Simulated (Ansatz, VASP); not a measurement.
One calculation of KF, two programs

```
CELL_PARAMETERS angstrom
0.00000 2.69300 2.69300
2.69300 0.00000 2.69300
2.69300 2.69300 0.00000
ATOMIC_POSITIONS crystal
K 0.00000 0.00000 0.00000
F 0.50000 0.50000 0.50000
```

Alike in both runs: task single point; functional PBE; dispersion D4; k mesh 8 × 8 × 8; occupations gaussian, width 0.05 eV; no spin polarisation.

|  | VASP | Ansatz |
| --- | --- | --- |
| version | VASP 6.6.1 | Ansatz 0.2.0 |
| potentials or method | VASP PAW PBE potentials, release 64 (K_sv, F), cutoff 520 eV | scalar-relativistic, plane waves, PAW |
| valence electrons in the cell | 16 | 16 |

Ansatz gave:

* gap on the k mesh at the Fermi level (eV): 6.06
* least direct gap on the mesh (eV): 6.06
* pressure (GPa): 0.0

Which values does VASP return?

gap on the k mesh at the Fermi level (eV): 6.04; least direct gap on the mesh (eV): 6.04; pressure (GPa): 0.0.
